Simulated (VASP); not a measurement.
Crystal: BN (Qingsongite).

```
B N
1.0
     0.00000    1.85500    1.78314
     1.85500    0.00000    1.78314
     1.85500    1.85500    0.00000
B N
1 1
Direct
  0.00000 0.00000 0.00000
  0.25000 0.25000 0.25000
```

This cell differs from its parent crystal: epitaxial xy strain +2.8%.

Base run:

```yaml
Program: VASP 6.6.1
Functional: r2SCAN
Potentials_or_basis: VASP PAW PBE potentials, release 64 (B_h, N_h)
Cutoff: 910 eV
k_mesh: 12 × 12 × 12
Occupations: gaussian, width 0.01 eV
Spin: no spin polarisation
```

Its results: band gap on the k mesh 4.27 eV, indirect (least direct gap 8.94 eV); pressure -16.0 GPa.

Task: The run is repeated on the same cell with these changes: potentials or basis from VASP PAW PBE potentials, release 64 (B_h, N_h) to VASP PAW PBE potentials, release 64 (B, N); cutoff from 910 eV to 520 eV. What comes out?

Result: Band gap on the k mesh 4.26 eV, indirect (least direct gap 8.93 eV); pressure -14.5 GPa.

Caveats: the PAW data sets were made with another functional, which shifts forces and pressure a little; the cutoff is under 1.25 times the usual one of these potentials, so pressure, stress and relaxed cells hold a basis-set (Pulay) error (some runs).

A k mesh can miss the band edges.
